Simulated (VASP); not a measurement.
A run of VASP 6.6.1 is set up as follows.

The input INCAR:

```
PREC = Accurate
ENCUT = 520
EDIFF = 1E-7
ISMEAR = 0
SIGMA = 0.1
LREAL = F
LASPH = T
NELM = 60
ALGO = Normal
ISIF = 2
LWAVE = F
LCHARG = F
GGA = PE
NBANDS = 16
```

KPOINTS

```
regular mesh
0
Gamma
  14 14 14
```

Contents of POSCAR:

```
AlRu
1.0
    3.0041768544      0.0000000000      0.0000000000
    0.0000000000      3.0041768544      0.0000000000
    0.0000000000      0.0000000000      3.0041768544
Al Ru
1 1
Direct
    0.0000000000      0.0000000000      0.0000000000
    0.5000000000      0.5000000000      0.5000000000
```

Potentials or basis: VASP PAW PBE potentials, release 64 (Al, Ru_pv).

Command:

```console
$ cat potpaw_PBE.64/Al/POTCAR potpaw_PBE.64/Ru_pv/POTCAR > POTCAR
$ mpirun -np 1 vasp_std > vasp.out
```

(1) What does it give for the band gap on the k mesh?

(2) Predict the pressure.

Results:

(1) zero (an odd number of electrons rules out a gap without spin polarisation).

(2) -0.1 GPa.
